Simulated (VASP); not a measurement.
Crystal: Bi2Te3.

```xyz
5
Lattice="2.2085 1.2751 9.9467 -2.2085 1.2751 9.9467 0.0000 -2.5502 9.9467" Properties=species:S:1:pos:R:3 pbc="T T T"
Bi    0.0000    0.0000   24.2301
Bi    0.0000    0.0000   11.9957
Te    0.0000    0.0000   18.2322
Te    0.0000    0.0000    5.9680
Te    0.0000    0.0000    0.0000
```

Base run:

* Program: VASP 6.6.1
* Functional: PBEsol
* Potentials or basis: VASP PAW PBE potentials, release 64 (Bi_d, Te)
* Cutoff: 520 eV
* k mesh: 6 × 6 × 6
* Occupations: gaussian, width 0.1 eV
* Spin: no spin polarisation

Its results: band gap on the k mesh zero (band 24 reaches 6.27 eV, above the bottom of band 25 at 6.15 eV); pressure -0.8 GPa; largest force 1.208 eV/Å.

Q: The run is repeated on the same cell with these changes: k mesh from 6 × 6 × 6 to 1 × 1 × 1; further incar settings from ALGO = Normal; EDIFF = 1e-07; NBANDS = 32 to ALGO = Normal; EDIFF = 1e-06; NBANDS = 32. What comes out?

A: Band gap on the k mesh 0.15 eV; pressure 25.3 GPa; largest force 3.215 eV/Å.

Caveats: some runs use coarse meshes; the PAW data sets were made with another functional, which shifts forces and pressure a little; spin-orbit coupling is left out, which moves the levels of the heavy elements.

A k mesh can miss the band edges.
